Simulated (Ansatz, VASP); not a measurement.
One calculation of SrPb2N2, two programs

Contents of INCAR:

```
PREC = Accurate ; ENCUT = 520
EDIFF = 1E-6 ; ISMEAR = 0
SIGMA = 0.05 ; LREAL = False
LASPH = True ; NELM = 60
ALGO = Normal ; ISIF = 2
LWAVE = False ; LCHARG = False
GGA = PE ; NBANDS = 32
```

Contents of KPOINTS:

```
Automatic mesh
0
Gamma
  12 12 4
```

The input POSCAR:

```
SrPb2N2
1.0
    3.5824279516      0.0000000000      0.0000000000
   -1.7912139758      3.1024736133      0.0000000000
    0.0000000000      0.0000000000      9.4849625017
Sr Pb N
1 2 2
Direct
    0.0000000000      0.0000000000      0.5000000000
    0.6666666667      0.3333333333      0.1938648700
    0.3333333333      0.6666666667      0.8061351300
    0.6666666667      0.3333333333      0.7118649960
    0.3333333333      0.6666666667      0.3276712700
```

Input for Ansatz:

```yaml
crystal:
  lattice:
    - [3.5824279516, 0.0, 0.0]
    - [-1.7912139758, 3.1024736133, 0.0]
    - [0.0, 0.0, 9.4849625017]
  atoms:
    - { symbol: Sr, position: [0.0, 0.0, 0.5] }
    - { symbol: Pb, position: [0.6666666667, 0.3333333333, 0.19386487] }
    - { symbol: Pb, position: [0.3333333333, 0.6666666667, 0.80613513] }
    - { symbol: "N", position: [0.6666666667, 0.3333333333, 0.711864996] }
    - { symbol: "N", position: [0.3333333333, 0.6666666667, 0.32767127] }
basis:
  ecutwfc: 420
kpoints:
  mp_grid: { grid: [12, 12, 4] }
hamiltonian:
  xc: pbe
scf:
  occupations: { method: gaussian, width: 0.05 }
output:
  forces: true
  stress: true
  eigenvalues: true
  populations: true
```

Change from the starting cell: one atom moved.

Alike in both runs: task single point; functional PBE; k mesh 12 × 12 × 4; occupations gaussian, width 0.05 eV; no spin polarisation.

|  | VASP | Ansatz |
| --- | --- | --- |
| version | VASP 6.6.1 | Ansatz 0.2.0 |
| potentials or method | VASP PAW PBE potentials, release 64 (Sr_sv, Pb_d, N), cutoff 520 eV | scalar-relativistic, plane waves, PAW |
| valence electrons in the cell | 48 | 48 |

Ansatz gave:

| Property | Result |
| --- | --- |
| gap on the k mesh at the Fermi level (eV) | 0.59 |
| least direct gap on the mesh (eV) | 1.05 |
| pressure (GPa) | 4.6 |
| traceless stress, the component that is largest in VASP (GPa) | -2.28 |
| rms of the force components (eV/Å) | 1.191 |

Question: What did VASP give for the same quantities?

Answer: gap on the k mesh at the Fermi level (eV): 0.58; least direct gap on the mesh (eV): 1.05; pressure (GPa): 4.8; traceless stress, the component that is largest in VASP (GPa): -2.26; rms of the force components (eV/Å): 1.197.

Atom by atom the forces differ by 0.013 eV/Å (rms over components).

Neither program's run includes spin-orbit coupling.
